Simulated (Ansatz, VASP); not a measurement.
**One calculation of TaH3O4, two programs**

INCAR

```
PREC = Accurate ; ENCUT = 1000
EDIFF = 1E-6 ; ISMEAR = 0
SIGMA = 0.01 ; LREAL = False
LASPH = True ; NELM = 120
ALGO = Normal ; ISIF = 2
LWAVE = False ; LCHARG = True
GGA = PE ; LELF = True
LVHAR = True ; NBANDS = 30
GGA_COMPAT = False ; NELMDL = -8
```

Contents of KPOINTS:

```
regular mesh
0
Gamma
  1 1 1
```

File POSCAR:

```
TaH3O4
1.0
   12.5000000000      0.0000000000      0.0000000000
    0.0000000000     13.5300000000      0.0000000000
    0.0000000000      0.0000000000     11.4800000000
Ta O H
1 4 3
Direct
    0.5484000000      0.5001093900      0.4780435500
    0.6200904000      0.5001093900      0.6083501700
    0.5876456000      0.6168019200      0.3919860600
    0.3975120000      0.5001093900      0.5124512200
    0.5876456000      0.3834161100      0.3919860600
    0.6397160000      0.6676238000      0.4110174200
    0.3600000000      0.5001093900      0.5865470400
    0.6397160000      0.3325942400      0.4110174200
```

Input for Ansatz:

```yaml
crystal:
  lattice:
    - [12.5, 0.0, 0.0]
    - [0.0, 13.53, 0.0]
    - [0.0, 0.0, 11.48]
  atoms:
    - { symbol: Ta, position: [0.5484, 0.50010939, 0.47804355] }
    - { symbol: O, position: [0.6200904, 0.50010939, 0.60835017] }
    - { symbol: O, position: [0.5876456, 0.61680192, 0.39198606] }
    - { symbol: H, position: [0.639716, 0.6676238, 0.41101742] }
    - { symbol: O, position: [0.397512, 0.50010939, 0.51245122] }
    - { symbol: H, position: [0.36, 0.50010939, 0.58654704] }
    - { symbol: O, position: [0.5876456, 0.38341611, 0.39198606] }
    - { symbol: H, position: [0.639716, 0.33259424, 0.41101742] }
basis:
  ecutwfc: 420
  ecutrho_ratio: 4
kpoints:
  mp_grid: { grid: [1, 1, 1] }
hamiltonian:
  xc: pbe
scf:
  occupations: { method: gaussian, width: 0.01 }
output:
  forces: true
  eigenvalues: true
  populations: true
```

Alike in both runs: task single point; functional PBE; k mesh 1 × 1 × 1; occupations gaussian, width 0.01 eV; no spin polarisation.

|  | VASP | Ansatz |
| --- | --- | --- |
| version | VASP 6.6.1 | Ansatz 0.2.0 |
| potentials or method | VASP PAW PBE potentials, release 64 (Ta_sv_GW, O_h, H_h), cutoff 1000 eV | scalar-relativistic, plane waves, PAW |
| valence electrons in the cell | 40 | 40 |

Ansatz gave:

| Quantity | Value |
| --- | --- |
| gap on the k mesh at the Fermi level (eV) | 6.31 |
| rms of the force components (eV/Å) | 0.209 |

Task: What did VASP give for the same quantities?

Result: gap on the k mesh at the Fermi level (eV): 6.31; rms of the force components (eV/Å): 0.166.

With one functional, cell and mesh, what is left measures potentials, basis and numerics. Ansatz's warnings: structure snapped to symmetry.

Spin-orbit coupling is off throughout.
